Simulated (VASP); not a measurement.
HgTe, 2 atoms in the cell. Symmetry: Pm-3m, No. 221, cubic system. The conventional cell has a = 3.837 Å, b = 3.837 Å, c = 3.837 Å, α = 90.00°, β = 90.00°, γ = 90.00°. Within 4.4 Å of Hg (site symmetry m-3m) lie 8 Te at 3.32 Å and 6 Hg at 3.84 Å. Within 4.4 Å of Te (site symmetry m-3m) lie 8 Hg at 3.32 Å and 6 Te at 3.84 Å. 

```yaml
Program: VASP 6.6.1
Task: single point
Functional: LDA
Potentials_or_basis: VASP PAW LDA potentials, release 64 (Hg, Te)
Cutoff: 500 eV
k_mesh: 4 × 4 × 4
Occupations: gaussian, width 0.05 eV
Spin: no spin polarisation
Dipole_correction: no
Further_INCAR_settings: ALGO = Normal; EDIFF = 1e-06; NBANDS = 16
```

Potentials or basis: VASP PAW LDA potentials, release 64 (Hg, Te).

The run is started by

```sh
$ cat potpaw_LDA.64/Hg/POTCAR potpaw_LDA.64/Te/POTCAR > POTCAR
$ mpirun -np 1 vasp_std > vasp.out
```

Hardware: 1 thread of Intel(R) Xeon(R) Platinum 8559C (Emerald Rapids), with other jobs on the host.

**Question.** How long does it take, and how much memory?

**Answer.** It took 4 s on 1 thread of Intel(R) Xeon(R) Platinum 8559C (Emerald Rapids), on a shared host, peak memory 0.14 GiB. Counts: scf iterations 12, k points 10.
